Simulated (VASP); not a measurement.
Here is a VASP 6.6.1 calculation.

File INCAR:

```
PREC     = Accurate       # precision mode
ENCUT    = 520            # plane-wave cutoff, eV
EDIFF    = 1E-6           # SCF threshold, eV
ISMEAR   = -1             # smearing method
SIGMA    = 0.02           # smearing width, eV
LREAL    = F              # projectors in reciprocal space
LASPH    = T              # aspherical terms in the spheres
NELM     = 100            # most SCF steps
ALGO     = Normal         # electronic algorithm
ISIF     = 2              # what is computed and relaxed
LWAVE    = F              # write WAVECAR
LCHARG   = F              # write CHGCAR
GGA      = PE             # functional
NBANDS   = 16             # bands
```

File KPOINTS:

```
regular mesh
0
Gamma
  8 8 8
```

Contents of POSCAR:

```
Si3C
1.0
    1.6986113246      0.9806937055      5.8709154094
   -1.6986113246      0.9806937055      5.8709154094
    0.0000000000     -1.9613874110      5.8709154094
C Si
1 3
Direct
    0.9989692349     -0.0010307651     -0.0010307651
    0.4966196746      0.4966196746      0.4966196746
    0.3638779033      0.3638779033      0.3638779033
    0.8905331871      0.8905331871      0.8905331871
```

Potentials or basis: VASP PAW PBE potentials, release 64 (C, Si).

Launch:

```bash
$ cat potpaw_PBE.64/C/POTCAR potpaw_PBE.64/Si/POTCAR > POTCAR
$ mpirun -np 1 vasp_std > vasp.out
```

(1) Predict the pressure.

(2) Estimate the band gap on the k mesh.

(3) What does it give for the largest force?

Results:

(1) 1.6 GPa.

(2) zero (band 8 reaches 8.77 eV, above the bottom of band 9 at 7.45 eV).

(3) 0.248 eV/Å.
